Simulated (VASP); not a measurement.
Input of a VASP 6.6.1 run:

File INCAR:

```
SYSTEM = Sc
PREC     = Accurate       ! precision mode
ENCUT    = 520            ! plane-wave cutoff, eV
EDIFF    = 1E-8           ! SCF threshold, eV
ISMEAR   = -1             ! smearing method
SIGMA    = 0.03           ! smearing width, eV
LREAL    = .FALSE.        ! projectors in reciprocal space
LASPH    = .TRUE.         ! aspherical terms in the spheres
NELM     = 80             ! most SCF steps
ALGO     = Normal         ! electronic algorithm
ISIF     = 2              ! what is computed and relaxed
LWAVE    = .FALSE.        ! write WAVECAR
LCHARG   = .FALSE.        ! write CHGCAR
GGA      = PS             ! functional
LEFG     = .TRUE.       
NBANDS   = 12             ! bands
```

Contents of KPOINTS:

```
regular mesh
0
G
  12 12 12
  0 0 0
```

Contents of POSCAR:

```
Sc
1.0
   -0.0227050000      2.2591475000      2.2591475000
    2.2591475000     -0.0227050000      2.2591475000
    2.2591475000      2.2591475000     -0.0227050000
Sc
1
Direct
    0.0000000000      0.0000000000      0.0000000000
```

Potentials or basis: VASP PAW PBE potentials, release 64 (Sc_sv).

The run is started by

```sh
$ cat potpaw_PBE.64/Sc_sv/POTCAR > POTCAR
$ mpirun -np 1 vasp_std > vasp.out
```

Problem. Predict the pressure.

Solution. 0.5 GPa.

Electric field gradients, principal values (V/Å²):
| atom | least | middle | greatest (by size) |
| --- | --- | --- | --- |
| 1 Sc | -2.349 | -2.349 | 4.698 |

Caveat: the cell differs from its parent crystal (equal xy, yz and zx shear strains of -1 %); without QUAD_EFG the Cq values of the log hold for a quadrupole moment of 1 mb, not for the nuclei; the PAW data sets were made with another functional, which shifts forces and pressure a little.
